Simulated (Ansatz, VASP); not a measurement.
# MgTe4: VASP beside Ansatz

```
Mg Te
1.0
     5.44636    0.00000    0.00000
     0.00000    5.44636    0.00000
     0.00000    0.00000    5.44636
Mg Te
1 4
Direct
  0.00000 0.00000 0.00000
  0.28986 0.71014 0.71014
  0.71014 0.28986 0.71014
  0.71014 0.71014 0.28986
  0.28986 0.28986 0.28986
```

Change from the starting cell: species swapped into the SnI4 type (P-43m, No. 215).

Alike in both runs: task relaxation of cell and atoms; functional PBE; k mesh 8 × 8 × 8; occupations gaussian, width 0.1 eV; no spin polarisation.

|  | VASP | Ansatz |
| --- | --- | --- |
| version | VASP 6.6.1 | Ansatz 0.2.0 |
| potentials or method | VASP PAW PBE potentials, release 64 (Mg, Te), cutoff 600 eV | scalar-relativistic, plane waves, PAW |
| valence electrons in the cell | 26 | 74 |

|  | VASP | Ansatz | Ansatz less VASP |
| --- | --- | --- | --- |
| gap on the k mesh at the Fermi level, each at its own relaxed structure (eV) | none | none | - |
| relaxed volume (Å³/atom) | 32.58 | 32.61 | +0.027 |
| relaxed cell length with the largest relative difference (Å) | 5.462 | 5.463 | +0.0015 |

A gap of «none» marks a metal or a gap that the smearing closes. VASP's potentials hold 26 valence electrons a cell and Ansatz's 74, so a difference there can come from the potentials and not from the codes.

Neither program's run includes spin-orbit coupling.
